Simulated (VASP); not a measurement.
Here is a VASP 6.6.1 calculation.

INCAR

```
SYSTEM = HfB
ALGO = Normal
EDIFF = 1E-6
ENCUT = 520
GGA = PS
ISIF = 2
ISMEAR = 0
LASPH = .True.
LCHARG = .False.
LREAL = .False.
LWAVE = .False.
NBANDS = 21
NELM = 60
PREC = Accurate
SIGMA = 0.1
```

The input KPOINTS:

```
k-points
0
Gamma
  16 16 12
  0 0 0
```

Contents of POSCAR:

```
HfB
1.0
    2.4657660996      2.4657660996      0.0000000000
   -2.4657660996      2.4657660996      0.0000000000
    0.0000000000      0.0000000000      4.9315321992
Hf B
2 2
Direct
    0.5000000000      0.5000000000      0.0000000000
    0.0000000000      0.0000000000      0.5000000000
    0.0000000000      0.0000000000      0.0000000000
    0.5000000000      0.5000000000      0.5000000000
```

Potentials or basis: VASP PAW PBE potentials, release 64 (Hf_pv, B).

Run with:

```console
$ cat potpaw_PBE.64/Hf_pv/POTCAR potpaw_PBE.64/B/POTCAR > POTCAR
$ mpirun -np 1 vasp_std > vasp.out
```

**Question.** What does it give for the pressure?

**Answer.** -13.4 GPa.

**Question.** Estimate the band gap on the k mesh.

**Answer.** Zero (bands 13 and 14 overlap by 3.15 eV).

Caveat: the cell differs from its parent crystal (equal strain along all axes, cell held: +3.0 %); the cell stands under tension; the PAW data sets were made with another functional, which shifts forces and pressure a little; spin-orbit coupling is left out, which moves the levels of the heavy elements.
